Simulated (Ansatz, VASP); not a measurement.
**AlN in VASP and in Ansatz**

File POSCAR:

```
AlN
1.0
    0.0000000000      2.1839935596      2.1839935596
    2.1839935596      0.0000000000      2.1839935596
    2.1839935596      2.1839935596      0.0000000000
Al N
1 1
Direct
   -0.0728477541      0.0000000000      0.0000000000
    0.7500000000      0.7500000000      0.7500000000
```

The input INCAR.step1:

```
SYSTEM = AlN
PREC = Accurate ; ENCUT = 520
ISMEAR = 0 ; SIGMA = 0.05
LREAL = .False. ; LASPH = .True.
NELM = 100 ; NBANDS = 11
GGA = PE ; ALGO = Normal
EDIFF = 1E-4 ; LWAVE = .True.
LCHARG = .False.
```

Contents of INCAR.step2:

```
SYSTEM = AlN
PREC = Accurate ; ENCUT = 520
EDIFF = 1E-6 ; ISMEAR = 0
SIGMA = 0.05 ; LREAL = .False.
LASPH = .True. ; NELM = 100
ALGO = Normal ; ISIF = 2
LWAVE = .False. ; LCHARG = .False.
METAGGA = R2SCAN ; LMIXTAU = .True.
NBANDS = 11 ; ISTART = 1
```

Contents of KPOINTS:

```
regular mesh
0
Gamma
  10 10 10
  0 0 0
```

Input for Ansatz:

```yaml
crystal:
  lattice:
    - [0.0, 2.1839935596, 2.1839935596]
    - [2.1839935596, 0.0, 2.1839935596]
    - [2.1839935596, 2.1839935596, 0.0]
  atoms:
    - { symbol: Al, position: [-0.0728477541, 0.0, 0.0] }
    - { symbol: "N", position: [0.75, 0.75, 0.75] }
basis:
  ecutwfc: 500
kpoints:
  mp_grid: { grid: [10, 10, 10] }
hamiltonian:
  xc: r2scan
scf:
  occupations: { method: gaussian, width: 0.05 }
output:
  forces: true
  stress: true
  eigenvalues: true
```

Change from the starting cell: all Al atoms moved +0.225 Å, as atom 1 towards its neighbour atom 1 (Al) at 3.089 Å.

Alike in both runs: task single point; functional r2SCAN; k mesh 10 × 10 × 10; occupations gaussian, width 0.05 eV; no spin polarisation.

```csv
,VASP,Ansatz
version,VASP 6.6.1,Ansatz 0.2.0
potentials or method,"VASP PAW PBE potentials, release 64 (Al, N), cutoff 520 eV","scalar-relativistic, plane waves, PAW"
valence electrons in the cell,8,8
```

Ansatz gave:

| Property | Result |
| --- | --- |
| gap on the k mesh at the Fermi level (eV) | 3.35 |
| least direct gap on the mesh (eV) | 4.19 |
| pressure (GPa) | 6.8 |
| traceless stress, the component that is largest in VASP (GPa) | 12.31 |
| rms of the force components (eV/Å) | 2.306 |

Problem. Which values does VASP return?

Solution. gap on the k mesh at the Fermi level (eV): 3.34; least direct gap on the mesh (eV): 4.22; pressure (GPa): 6.6; traceless stress, the component that is largest in VASP (GPa): 12.62; rms of the force components (eV/Å): 2.341.

VASP's potentials were made for PBE, not for r2SCAN. Atom by atom the forces differ by 0.035 eV/Å (rms over components).
